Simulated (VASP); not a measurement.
A run of VASP 6.6.1 is set up as follows.

The input INCAR:

```
SYSTEM = TaN
ALGO = Normal
EDIFF = 1E-6
ENCUT = 520
GGA = PS
ISIF = 2
ISMEAR = 0
LASPH = .TRUE.
LCHARG = .TRUE.
LELF = .TRUE.
LREAL = .FALSE.
LVHAR = .TRUE.
LWAVE = .FALSE.
NBANDS = 15
NELM = 80
PREC = Accurate
SIGMA = 0.15
```

The input KPOINTS:

```
k-points
0
G
  24 24 24
  0 0 0
```

Contents of POSCAR:

```
TaN
1.0
    0.0000000000      2.4339772349      2.1878447055
    2.1878447055      0.0000000000      2.1878447055
    2.1878447055      2.4339772349      0.0000000000
Ta N
1 1
Direct
    0.5000000000      0.5000000000      0.5000000000
    0.0000000000      0.0000000000      0.0000000000
```

Potentials or basis: VASP PAW PBE potentials, release 64 (Ta_pv, N).

Run with:

```sh
$ cat potpaw_PBE.64/Ta_pv/POTCAR potpaw_PBE.64/N/POTCAR > POTCAR
$ mpirun -np 1 vasp_std > vasp.out
```

Task: What does it give for the band gap on the k mesh?

Result: Zero (bands 8 and 9 overlap by 3.17 eV).

Task: Estimate the pressure.

Result: -22.1 GPa.

Stress tensor (GPa, compression positive):
```
-16.33   0.00   0.00
  0.00 -33.63   0.00
  0.00   0.00 -16.33
```

Caveat: the cell differs from its parent crystal (strain +0.1125 x Voigt [0, 1, 0, 0, 0, 0]); the cell stands under tension; the PAW data sets were made with another functional, which shifts forces and pressure a little; spin-orbit coupling is left out, which moves the levels of the heavy elements.
